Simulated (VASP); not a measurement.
# GaCo (P4/mmm) in VASP: further runs

GaCo is run at these levels: PBEsol; tasks: single point.

Program: VASP 6.6.1. These are calculated values, not measurements. Logs are shortened: lines on timing, memory, paths and dates and some standing lists are left out, and cuts for length are marked.

### 1 The cell of the first run

It takes space group P4/mmm (No. 123, tetragonal). Conventional cell: a = 2.883 Å, b = 2.883 Å, c = 3.114 Å, α = 90.00°, β = 90.00°, γ = 90.00°. Ga (site symmetry 4/mmm) has 8 Co at 2.57 Å and 6 Ga at 2.88 to 3.11 Å within 3.4 Å. Co (site symmetry 4/mmm) has 8 Ga at 2.57 Å and 6 Co at 2.88 to 3.11 Å within 3.4 Å.

### 2 Single point, PBEsol (strain +0.000 along x and y, +0.080 along z)

Input file INCAR:

```
SYSTEM = GaCo
  PREC = Accurate
  ENCUT = 520
  EDIFF = 1E-6
  ISMEAR = 0
  SIGMA = 0.15
  LREAL = .FALSE.
  LASPH = .TRUE.
  NELM = 80
  ALGO = Fast
  ISIF = 2
  LWAVE = .FALSE.
  LCHARG = .TRUE.
  GGA = PS
  LELF = .TRUE.
  LVHAR = .TRUE.
  NBANDS = 18
```

Input file KPOINTS:

```
regular mesh
0
G
  16 16 16
  0 0 0
```

Input file POSCAR:

```
GaCo
1.0
    2.8831000000      0.0000000000      0.0000000000
    0.0000000000      2.8831000000      0.0000000000
    0.0000000000      0.0000000000      3.1137480000
Ga Co
1 1
Direct
    0.5000000000      0.5000000000      0.5000000000
    0.0000000000      0.0000000000      0.0000000000
```

Potentials or basis: VASP PAW PBE potentials, release 64 (Ga_d, Co).

Launch:

```console
> cat potpaw_PBE.64/Ga_d/POTCAR potpaw_PBE.64/Co/POTCAR > POTCAR
> mpirun -np 1 vasp_std > vasp.out
```

OUTCAR:

```text
SYSTEM = GaCo
   PREC = Accurate
   ENCUT = 520
   EDIFF = 1E-6
   ISMEAR = 0
   LREAL = .FALSE.
   LASPH = .TRUE.
   NELM = 80
   ISIF = 2
   GGA = PS

 ion  position               nearest neighbor table
   1  0.500  0.500  0.500-   2 2.57   2 2.57   2 2.57   2 2.57   2 2.57   2 2.57   2 2.57   2 2.57

   2  0.000  0.000  0.000-   1 2.57   1 2.57   1 2.57   1 2.57   1 2.57   1 2.57   1 2.57   1 2.57

  LATTYP: Found a simple tetragonal cell.
 ALAT       =     2.8831000000
 C/A-ratio  =     1.0800000000

  Lattice vectors:

 A1 = (   2.8831000000,   0.0000000000,   0.0000000000)
 A2 = (   0.0000000000,   2.8831000000,   0.0000000000)
 A3 = (   0.0000000000,   0.0000000000,   3.1137480000)

Analysis of symmetry for initial positions (statically):
=====================================================================
 Subroutine PRICEL returns:
 Original cell was already a primitive cell.

 Routine SETGRP: Setting up the symmetry group for a
 simple tetragonal supercell.

 Subroutine GETGRP returns: Found 16 space group operations
 (whereof 16 operations were pure point group operations)
 out of a pool of 16 trial point group operations.

The static configuration has the point symmetry D_4h.

Analysis of symmetry for dynamics (positions and initial velocities):
=====================================================================
 Subroutine PRICEL returns:
 Original cell was already a primitive cell.

 Routine SETGRP: Setting up the symmetry group for a
 simple tetragonal supercell.

 Subroutine GETGRP returns: Found 16 space group operations
 (whereof 16 operations were pure point group operations)
 out of a pool of 16 trial point group operations.

The dynamic configuration has the point symmetry D_4h.

 Subroutine INISYM returns: Found 16 space group operations
 (whereof 16 operations are pure point group operations),
 and found     1 'primitive' translations

----------------------------------------------------------------------------------------

                                     Primitive cell

  volume of cell :      25.8823

  direct lattice vectors                    reciprocal lattice vectors
     2.883100000  0.000000000  0.000000000     0.346848878  0.000000000  0.000000000
     0.000000000  2.883100000  0.000000000     0.000000000  0.346848878  0.000000000
     0.000000000  0.000000000  3.113748000     0.000000000  0.000000000  0.321156368

  length of vectors
     2.883100000  2.883100000  3.113748000     0.346848878  0.346848878  0.321156368

  position of ions in fractional coordinates (direct lattice)
     0.500000000  0.500000000  0.500000000
     0.000000000  0.000000000  0.000000000

  ion indices of the primitive-cell ions
   primitive index   ion index
                 1           1
                 2           2

----------------------------------------------------------------------------------------

 KPOINTS: regular mesh

Automatic generation of k-mesh.
 Grid dimensions read from file:
 generate k-points for:   16   16   16

 Generating k-lattice:

  Cartesian coordinates                     Fractional coordinates (reciprocal lattice)
     0.021678055  0.000000000  0.000000000     0.062500000  0.000000000  0.000000000
     0.000000000  0.021678055  0.000000000     0.000000000  0.062500000  0.000000000
     0.000000000  0.000000000  0.020072273     0.000000000  0.000000000  0.062500000

  Length of vectors
     0.021678055  0.021678055  0.020072273

  Shift w.r.t. Gamma in fractional coordinates (k-lattice)
     0.000000000  0.000000000  0.000000000

 Subroutine IBZKPT returns following result:
 ===========================================

 Found    405 irreducible k-points:

 Following reciprocal coordinates:
            Coordinates               Weight
  0.000000  0.000000  0.000000      1.000000
  0.062500  0.000000  0.000000      4.000000
  0.125000  0.000000  0.000000      4.000000
  0.187500  0.000000  0.000000      4.000000
  0.250000  0.000000  0.000000      4.000000
  0.312500  0.000000  0.000000      4.000000
[... 16 lines left out ...]
  0.437500  0.125000  0.000000      8.000000
  0.500000  0.125000  0.000000      4.000000
 [... further k-points ...]
   k-points           NKPTS =    405   k-points in BZ     NKDIM =    405   number of bands    NBANDS=     18
   number of dos      NEDOS =    301   number of ions     NIONS =      2
   total plane-waves  NPLWV =  13824
   dimension x,y,z NGX =    24 NGY =   24 NGZ =   24
   dimension x,y,z NGXF=    48 NGYF=   48 NGZF=   48
   ions per type =               1   1
   NGX,Y,Z   is equivalent  to a cutoff of  13.84, 13.84, 12.81 a.u.
   NGXF,Y,Z  is equivalent  to a cutoff of  27.68, 27.68, 25.63 a.u.
 SYSTEM =  GaCo
   PREC   = accura    normal or accurate (medium, high low for compatibility)
   ISTART =      0    job   : 0-new  1-cont  2-samecut
   ICHARG =      2    charge: 1-file 2-atom 10-const
   ISPIN  =      1    spin polarized calculation?
   LNONCOLLINEAR =      F non collinear calculations
   LSORBIT =      F    spin-orbit coupling
   LASPH  =      T    aspherical Exc in radial PAW
   ENCUT  =  520.0 eV  38.22 Ry    6.18 a.u.   5.36  5.36  5.79*2*pi/ulx,y,z
   NELM   =     80;   NELMIN=  2; NELMDL= -5     # of ELM steps
   EDIFF  = 0.1E-05   stopping-criterion for ELM
   LREAL  =      F    real-space projection
   EDIFFG = 0.1E-04   stopping-criterion for IOM
   NSW    =      0    number of steps for IOM
   IBRION =     -1    ionic relax: 0-MD 1-quasi-New 2-CG
   NFREE  =      0    steps in history (QN), initial steepest desc. (CG)
   ISIF   =      2    stress and relaxation
   ISYM   =      2    0-nonsym 1-usesym 2-fastsym
   POTIM  = 0.5000    time-step for ionic-motion
   TEBEG  =    0.0;   TEEND  =   0.0 temperature during run
   PSTRESS=    0.0 pullay stress
   NELECT =      22.0000    total number of electrons
   NUPDOWN=      -1.0000    fix difference up-down
   EMIN   =  10.00;   EMAX   =-10.00  energy-range for DOS
   EFERMI =   0.00;   METHOD = LEGACY
   ISMEAR =     0;   SIGMA  =   0.15  broadening in eV -4-tet -1-fermi 0-gaus
   EFERMI_NEDOS =   21; number of points for ismear=-14 and -15
   IALGO  =     68    algorithm
   IMIX   =      4    mixing-type and parameters
     AMIX     =   0.40;   BMIX     =  1.00
     AMIX_MAG =   1.60;   BMIX_MAG =  1.00
  volume/ion in A,a.u.               =      12.94        87.33
  Fermi-wavevector in a.u.,A,eV,Ry     =   1.550773  2.930535 32.720589  2.404895
  Thomas-Fermi vector in A             =   2.655388
   LORBIT       =      0    0 simple, 1 ext, 2 COOP (PROOUT), +10 PAW based schemes
   GGA     = PS    functional components
   LHFCALC =     F    Hartree Fock is set to
   AEXX    =    0.0000 exact exchange contribution
   IVDW    =     0    specifies the selected vdW correction
   LEPSILON=     F    determine dielectric tensor
   LRPA    =     F    only Hartree local field effects (RPA)
 non-spin polarized calculation
 RMM-DIIS sequential band-by-band and
 Gauss-broadening in eV      SIGMA  =   0.15
  energy-cutoff  :      520.00
  volume of cell :       25.88
 maximum number of plane-waves:       712
 NGX is ok and might be reduce to    24
   NGX = 11   NGY = 11   NGZ = 11

 number of electron      22.0000011 magnetization

 Free energy of the ion-electron system (eV)
  ---------------------------------------------------
  ext. energy  EPLUGINS =         0.00000000
  ---------------------------------------------------
  free energy    TOTEN  =       -11.58459502 eV

  energy without entropy =      -11.57049345  energy(sigma->0) =      -11.57754423

 E-fermi :   8.4344     XC(G=0): -12.8748

 val. band max:        8.4320706542   @ k =   0.3750   0.3750   0.3750
 cond. band min:       8.4376560026   @ k =   0.5000   0.5000   0.0000
 fundamental gap:      0.0055853484
 Fermi energy:         8.4344406650

 k-point     1 :       0.0000    0.0000    0.0000
  band No.  band energies     occupation
      1      -6.4709      2.00000
      2      -6.4016      2.00000
      3      -6.1565      2.00000
      4      -6.1565      2.00000
      5      -6.1334      2.00000
      6      -2.8944      2.00000
[... 10 lines left out ...]
     17      20.5612      0.00000
     18      29.8658      0.00000

 k-point     2 :       0.0625    0.0000    0.0000
  band No.  band energies     occupation
      1      -6.4633      2.00000
      2      -6.3969      2.00000
      3      -6.1607      2.00000
      4      -6.1557      2.00000
      5      -6.1373      2.00000
      6      -2.8217      2.00000
[... 10 lines left out ...]
     17      21.1313      0.00000
     18      29.4501      0.00000

 k-point     3 :       0.1250    0.0000    0.0000
  band No.  band energies     occupation
      1      -6.4449      2.00000
      2      -6.3810      2.00000
      3      -6.1728      2.00000
      4      -6.1534      2.00000
      5      -6.1482      2.00000
      6      -2.6032      2.00000
[... 10 lines left out ...]
     17      22.8497      0.00000
     18      27.7107      0.00000

 k-point     4 :       0.1875    0.0000    0.0000
  band No.  band energies     occupation
      1      -6.4255      2.00000
      2      -6.3498      2.00000
      3      -6.1908      2.00000
      4      -6.1645      2.00000
      5      -6.1500      2.00000
      6      -2.2389      2.00000
[... 375 lines left out ...]
      4      -6.2114      2.00000
      5      -6.1584      2.00000
      6      -0.0420      2.00000
[... 10 lines left out ...]
     17      21.3788      0.00000
     18      23.0173      0.00000

 k-point    23 :       0.4375    0.1250    0.0000
  band No.  band energies     occupation
      1      -6.3473      2.00000
      2      -6.2635      2.00000
      3      -6.2620      2.00000
      4      -6.1849      2.00000
      5      -6.1567      2.00000
      6       0.8029      2.00000
[... 10 lines left out ...]
     17      20.0950      0.00000
     18      22.3036      0.00000

 k-point    24 :       0.5000    0.1250    0.0000
  band No.  band energies     occupation
      1      -6.3455      2.00000
      2      -6.2677      2.00000
      3      -6.2664      2.00000
      4      -6.1756      2.00000
      5      -6.1561      2.00000
      6       1.3910      2.00000
[... 10 lines left out ...]
     17      19.4018      0.00000
     18      22.0180      0.00000

 [... further k-points ...]
[... 5 lines left out ...]
  --------------------------------------------------------------------------------------
  -------------------------------------------------------------------------------------
  Total       -2.7750935     -2.7750935     -3.0902140      0.0000000     -0.0000000      0.0000000
  in kB     -171.7850358   -171.7850358   -191.2917626      0.0000000     -0.0000000      0.0000000
  external PRESSURE =    -178.2872780 kB  Pullay stress =       0.0000000 kB

 VOLUME and BASIS-vectors are now :
 -----------------------------------------------------------------------------
  energy-cutoff  :      520.00
  volume of cell :       25.88
      direct lattice vectors                 reciprocal lattice vectors
     2.883100000  0.000000000  0.000000000     0.346848878  0.000000000  0.000000000
     0.000000000  2.883100000  0.000000000     0.000000000  0.346848878  0.000000000
     0.000000000  0.000000000  3.113748000     0.000000000  0.000000000  0.321156368

 POSITION                                       TOTAL-FORCE (eV/Angst)
 -----------------------------------------------------------------------------------
      1.44155      1.44155      1.55687         0.000000      0.000000      0.000000
      0.00000      0.00000      0.00000         0.000000      0.000000      0.000000
 -----------------------------------------------------------------------------------
    total drift:                                0.000000      0.000000     -0.000000

  FREE ENERGIE OF THE ION-ELECTRON SYSTEM (eV)
  ---------------------------------------------------
  free  energy   TOTEN  =       -11.5845950203 eV

  energy  without entropy=      -11.5704934455  energy(sigma->0) =      -11.57754423
```

Wall time 2.3 min (1 thread of AMD EPYC 7R13 (Zen 3), shared host); peak memory 0.27 GiB.

What came out:

| Item | Value |
| --- | --- |
| Free energy | -11.5846 eV |
| Pressure | -17.8 GPa |
| Band gap on the k mesh | zero (bands 11 and 12 overlap by 1.41 eV) |

Stress tensor (GPa, compression positive):
```
-17.18   0.00   0.00
  0.00 -17.18   0.00
  0.00   0.00 -19.13
```

Caveat: the cell differs from its parent crystal (strain +0.000 along x and y, +0.080 along z); the cell stands under tension; the PAW data sets were made with another functional, which shifts forces and pressure a little; the run has no spin polarisation, though such a crystal can be magnetic. Spin polarisation is off, so any magnetic state and its effect on volume and gap are missing.

### 3 Single point, PBEsol (strain +0.040 along x and y, +0.000 along z)

Input file INCAR:

```
SYSTEM = GaCo
PREC     = Accurate       ! precision mode
ENCUT    = 520            ! plane-wave cutoff, eV
EDIFF    = 1E-6           ! SCF threshold, eV
ISMEAR   = 0              ! smearing method
SIGMA    = 0.15           ! smearing width, eV
LREAL    = .False.        ! projectors in reciprocal space
LASPH    = .True.         ! aspherical terms in the spheres
NELM     = 80             ! most SCF steps
ALGO     = Fast           ! electronic algorithm
ISIF     = 2              ! what is computed and relaxed
LWAVE    = .False.        ! write WAVECAR
LCHARG   = .False.        ! write CHGCAR
GGA      = PS             ! functional
NBANDS   = 18             ! bands
```

Input file KPOINTS:

```
Automatic mesh
0
Gamma
  16 16 16
  0 0 0
```

Input file POSCAR:

```
GaCo
1.0
    2.9984240000      0.0000000000      0.0000000000
    0.0000000000      2.9984240000      0.0000000000
    0.0000000000      0.0000000000      2.8831000000
Ga Co
1 1
Direct
    0.5000000000      0.5000000000      0.5000000000
    0.0000000000      0.0000000000      0.0000000000
```

Potentials or basis: VASP PAW PBE potentials, release 64 (Ga_d, Co).

Launch:

```console
> cat potpaw_PBE.64/Ga_d/POTCAR potpaw_PBE.64/Co/POTCAR > POTCAR
> mpirun -np 1 vasp_std > vasp.out
```

Run time: 2.6 min. Hardware: 1 thread of AMD EPYC 7R13 (Zen 3), shared host; peak memory 0.27 GiB.

It converged, with:

```
Free energy            : -11.5828 eV
Pressure               : -17.9 GPa
Band gap on the k mesh : zero (bands 11 and 12 overlap by 1.38 eV)
```

Stress tensor (GPa, compression positive):
```
-18.80   0.00   0.00
  0.00 -18.80   0.00
  0.00   0.00 -16.06
```

Levels at points of the mesh, in eV from the Fermi level:
```
           k point  band 8  band 9  band 10  band 11  band 12  band 13  band 14  band 15
(0.00, 0.00, 0.00)   -2.22   -0.66    -0.55    -0.55     4.51     4.51     5.84    10.29
(0.50, 0.00, 0.00)   -2.02   -1.58    -1.32    -0.54     0.03     9.45    10.49    11.10
(0.50, 0.50, 0.00)   -2.95   -2.28    -0.93    -0.93    -0.24     1.81     2.60    11.38
(0.00, 0.00, 0.50)   -1.95   -1.56    -1.56    -0.64     0.32     9.82     9.82    11.21
(0.50, 0.00, 0.50)   -2.60   -2.14    -1.09    -1.05    -0.15     1.98     3.01    10.48
(0.50, 0.50, 0.50)   -3.60   -0.20    -0.10     0.18     3.75     3.76     3.76     4.20
```

Caveat: the cell differs from its parent crystal (strain +0.040 along x and y, +0.000 along z); the cell stands under tension; the PAW data sets were made with another functional, which shifts forces and pressure a little; the run has no spin polarisation, though such a crystal can be magnetic. Spin polarisation is off, so any magnetic state and its effect on volume and gap are missing.

[end of part 1 of 2]
